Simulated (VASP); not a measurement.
Au:

```
Au
1.0
    -2.53576    2.53576    1.38453
     2.53576   -2.53576    1.38453
     2.53576    2.53576   -1.38453
Au
2
Direct
  0.00000 0.00000 0.00000
  0.75000 0.25000 0.50000
```

| Quantity | Value |
| --- | --- |
| Program | VASP 6.6.1 |
| Task | relaxation of cell and atoms |
| Functional | revPBE |
| Potentials or basis | VASP PAW PBE potentials, release 64 (Au) |
| Cutoff | 600 eV |
| k mesh | 13 × 13 × 9 |
| Occupations | fermi-dirac, width 0.1 eV |
| Spin | no spin polarisation |

At the start: pressure 18.8 GPa; volume 17.81 Å³/atom.

Question: Where does the relaxation end?

Answer: Over 9 steps the energy falls by 146.7 meV/atom and the volume is 20.15 Å³/atom (+13.2 %); space group I4_1/amd (No. 141, to 0.1 Å) before and after.

Step by step:
```
step  energy change (eV)  largest force (eV/Å)  pressure (GPa)  volume (Å³)
   1              0.0000                0.0003           18.79        35.61
   2             -0.0186                0.0011          -10.17        47.42
   3             -0.2778                0.0008           -1.18        40.72
   4             -0.2780                0.0008           -0.91        40.61
   5             -0.2780                0.0008           -0.66        40.51
   6             -0.2929                0.0007            0.25        40.18
   7             -0.2931                0.0009            0.43        40.13
   8             -0.2933                0.0026           -0.24        40.40
   9             -0.2934                0.0020            0.00        40.30
```

Final structure:
```cif
data_structure
_symmetry_space_group_name_H-M 'P 1'
_symmetry_Int_Tables_number 1
_cell_length_a 4.0613
_cell_length_b 4.0613
_cell_length_c 4.0602
_cell_angle_alpha 96.642
_cell_angle_beta 96.642
_cell_angle_gamma 140.219
_cell_volume 40.30
loop_
_atom_site_label
_atom_site_type_symbol
_atom_site_fract_x
_atom_site_fract_y
_atom_site_fract_z
_atom_site_occupancy
Au1 Au 0.00000 0.00000 0.00000 1
Au2 Au 0.75000 0.25000 0.50000 1
```

Caveat: the PAW data sets were made with another functional, which shifts forces and pressure a little.
